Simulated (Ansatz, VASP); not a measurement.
## MgI2: VASP beside Ansatz

```
Mg I
1.0
     4.15721    0.00000    0.00000
    -2.07861    3.60025    0.00000
     0.00000    0.00000    6.87333
Mg I
1 2
Cartesian
  0.0000 0.0000 0.0000
  0.0000 2.4002 1.6676
  2.0786 1.2001 5.2057
```

Alike in both runs: task single point; functional r2SCAN; k mesh 6 × 6 × 2; no spin polarisation.

```csv
,VASP,Ansatz
version,VASP 6.6.1,Ansatz 0.2.0
potentials or method,"VASP PAW PBE potentials, release 64 (Mg, I)","plane waves, PAW"
plane-wave cutoff (eV),520,500
occupations,"gaussian, width 0.01 eV",fixed
valence electrons in the cell,16,44
```

```csv
,VASP,Ansatz,Ansatz less VASP
gap on the k mesh at the Fermi level (eV),4.13,4.16,+0.033
```

VASP's potentials were made for PBE, not for r2SCAN. VASP's potentials hold 16 valence electrons a cell and Ansatz's 44, so a difference there can come from the potentials and not from the codes.

The k mesh is coarse, so the values compare programs but aren't converged. Spin-orbit coupling is off throughout.
